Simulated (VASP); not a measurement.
Wanted: the native input for a VASP 6.6.1 run.

* Task: single point
* Functional: PBE
* Potentials or basis: VASP PAW PBE potentials, release 64 (Ga_d, P)
* Cutoff: 520 eV
* k mesh: 6 × 6 × 4
* Occupations: gaussian, width 0.05 eV
* Spin: no spin polarisation
* Dipole correction: no
* Further INCAR settings: LREAL = Auto; ALGO = Normal; EDIFF = 1e-06; NBANDS = 78

The structure of Ga7P8 (a cell with a defect) lies in POSCAR:

```
Ga7P8
1.0
    3.8845647871      6.7282635766      0.0000000000
    7.7691295743      0.0000000000      0.0000000000
    3.8845647871      2.2427545255     -6.4350460940
Ga P
7 8
Direct
    0.4358314190      0.9351822840      0.6938240964
    0.9351822840      0.4358314190      0.6938240964
    0.9352036358      0.9352036358      0.6938181508
    0.5000000426      0.5000000426      0.4999998575
    0.5641690314      0.0648175141      0.3061758581
    0.0648175141      0.5641690314      0.3061758581
    0.0647961371      0.0647961371      0.3061818919
    0.0573756651      0.0573756651      0.8279353319
    0.0599006521      0.5558601876      0.8284297406
    0.5558601876      0.0599006521      0.8284297406
    0.5558709844      0.5558709844      0.8284212597
    0.9426244517      0.9426244517      0.1720643385
    0.9400989977      0.4441398915      0.1715704403
    0.4441398915      0.9400989977      0.1715704403
    0.4441291058      0.4441291058      0.1715788992
```

One way to write it, as run:

INCAR

```
SYSTEM = Ga7P8
PREC = Accurate
ENCUT = 520
EDIFF = 1E-6
ISMEAR = 0
SIGMA = 0.05
LREAL = Auto
LASPH = .True.
NELM = 80
ALGO = Normal
ISIF = 2
LWAVE = .False.
LCHARG = .True.
GGA = PE
LELF = .True.
LVHAR = .True.
NBANDS = 78
```

KPOINTS

```
Automatic mesh
0
Gamma
  6 6 4
  0 0 0
```

Potentials or basis: VASP PAW PBE potentials, release 64 (Ga_d, P).

Run with:

```bash
$ cat potpaw_PBE.64/Ga_d/POTCAR potpaw_PBE.64/P/POTCAR > POTCAR
$ mpirun -np 1 vasp_std > vasp.out
```

It gave:

The pressure is -2.5 GPa and the largest force is 0.621 eV/Å.

Run time: 28 min on 1 thread of Intel(R) Xeon(R) Platinum 8488C (Sapphire Rapids), with other jobs on the host, peak memory 0.95 GiB.
